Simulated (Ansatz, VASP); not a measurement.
## CuSb in VASP and in Ansatz

Contents of POSCAR:

```
CuSb
1.0
    0.0000000000      2.8609488901      2.8609488901
    2.8609488901      0.0000000000      2.8609488901
    2.8609488901      2.8609488901      0.0000000000
Cu Sb
1 1
Direct
    0.0000000000      0.0000000000      0.0000000000
    0.2500000000      0.2500000000      0.2500000000
```

Contents of INCAR.step1:

```
SYSTEM = CuSb
ALGO     = Normal         ! electronic algorithm
EDIFF    = 1E-5           ! SCF threshold, eV
ENCUT    = 660            ! plane-wave cutoff, eV
GGA      = PE             ! functional
GGA_COMPAT= .FALSE.      
ISMEAR   = 0              ! smearing method
LASPH    = .TRUE.         ! aspherical terms in the spheres
LCHARG   = .FALSE.        ! write CHGCAR
LREAL    = .FALSE.        ! projectors in reciprocal space
LWAVE    = .TRUE.         ! write WAVECAR
NBANDS   = 15             ! bands
NELM     = 120            ! most SCF steps
PREC     = Accurate       ! precision mode
SIGMA    = 0.05           ! smearing width, eV
```

Contents of INCAR.step2:

```
SYSTEM = CuSb
ALGO     = Normal         ! electronic algorithm
EDIFF    = 1E-6           ! SCF threshold, eV
ENCUT    = 660            ! plane-wave cutoff, eV
GGA_COMPAT= .FALSE.      
ISIF     = 2              ! what is computed and relaxed
ISMEAR   = 0              ! smearing method
ISTART   = 1            
LASPH    = .TRUE.         ! aspherical terms in the spheres
LCHARG   = .TRUE.         ! write CHGCAR
LELF     = .TRUE.         ! ELF
LMIXTAU  = .TRUE.       
LREAL    = .FALSE.        ! projectors in reciprocal space
LVHAR    = .TRUE.       
LWAVE    = .FALSE.        ! write WAVECAR
METAGGA  = R2SCAN         ! meta-GGA
NBANDS   = 15             ! bands
NELM     = 120            ! most SCF steps
PREC     = Accurate       ! precision mode
SIGMA    = 0.05           ! smearing width, eV
```

KPOINTS

```
k-points
0
G
  10 10 10
  0 0 0
```

Input for Ansatz:

```yaml
crystal:
  lattice:
    - [0.0, 2.8609488901, 2.8609488901]
    - [2.8609488901, 0.0, 2.8609488901]
    - [2.8609488901, 2.8609488901, 0.0]
  atoms:
    - { symbol: Cu, position: [0.0, 0.0, 0.0] }
    - { symbol: Sb, position: [0.25, 0.25, 0.25] }
basis:
  ecutwfc: 500
  ecutrho_ratio: 4
kpoints:
  mp_grid: { grid: [10, 10, 10] }
hamiltonian:
  xc: r2scan
scf:
  occupations: { method: gaussian, width: 0.05 }
output:
  forces: true
  stress: true
  eigenvalues: true
```

Alike in both runs: task single point; functional r2SCAN; k mesh 10 × 10 × 10; occupations gaussian, width 0.05 eV; no spin polarisation.

```csv
,VASP,Ansatz
version,VASP 6.6.1,Ansatz 0.2.0
potentials or method,"VASP PAW PBE potentials, release 64 (Cu, Sb), cutoff 660 eV","scalar-relativistic, plane waves, PAW"
valence electrons in the cell,16,34
```

|  | VASP | Ansatz | Ansatz less VASP |
| --- | --- | --- | --- |
| gap on the k mesh at the Fermi level (eV) | none | none | - |
| pressure (GPa) | 3.0 | 3.0 | +0.01 |

VASP's potentials were made for PBE, not for r2SCAN. A gap of «none» marks a metal or a gap that the smearing closes. With one functional, cell and mesh, what is left measures potentials, basis and numerics. VASP's potentials hold 16 valence electrons a cell and Ansatz's 34, so a difference there can come from the potentials and not from the codes.

Neither program's run includes spin-orbit coupling.
